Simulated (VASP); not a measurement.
Here is a VASP 6.6.1 calculation.

POSCAR

```
BaTe
1.0
    4.8953716054      0.0000000000      0.0000000000
   -2.4476858027      4.2395161712      0.0000000000
    0.0000000000      0.0000000000      8.5840689008
Ba Te
2 2
Direct
    0.0000000000      0.0000000000      0.0000000000
    0.0000000000      0.0000000000      0.5000000000
    0.3333333333      0.6666666667      0.2500000000
    0.6666666667      0.3333333333      0.7500000000
```

The input INCAR.step1:

```
SYSTEM = BaTe
PREC = Accurate
ENCUT = 520
ISMEAR = 0
SIGMA = 0.01
LREAL = .False.
LASPH = .True.
NELM = 80
NBANDS = 24
GGA = PE
ALGO = Normal
EDIFF = 1E-4
LWAVE = .True.
LCHARG = .False.
```

The input INCAR.step2:

```
SYSTEM = BaTe
PREC = Accurate
ENCUT = 520
EDIFF = 1E-7
ISMEAR = 0
SIGMA = 0.01
LREAL = .False.
LASPH = .True.
NELM = 80
ALGO = Normal
ISIF = 2
LWAVE = .False.
LCHARG = .False.
METAGGA = R2SCAN
LMIXTAU = .True.
NBANDS = 24
ISTART = 1
```

The input KPOINTS:

```
regular mesh
0
Gamma
  6 6 4
  0 0 0
```

Potentials or basis: VASP PAW PBE potentials, release 64 (Ba_sv, Te).

Command:

```sh
$ cat potpaw_PBE.64/Ba_sv/POTCAR potpaw_PBE.64/Te/POTCAR > POTCAR
$ cp INCAR.step1 INCAR
$ mpirun -np 1 vasp_std > vasp.out
$ cp INCAR.step2 INCAR
$ mpirun -np 1 vasp_std > vasp.out
```

Estimate the pressure.

0.3 GPa.

Estimate the band gap on the k mesh.

2.05 eV, indirect (least direct gap 2.10 eV).

Caveat: the PAW data sets were made with another functional, which shifts forces and pressure a little; spin-orbit coupling is left out, which moves the levels of the heavy elements. A k mesh can miss the band edges.
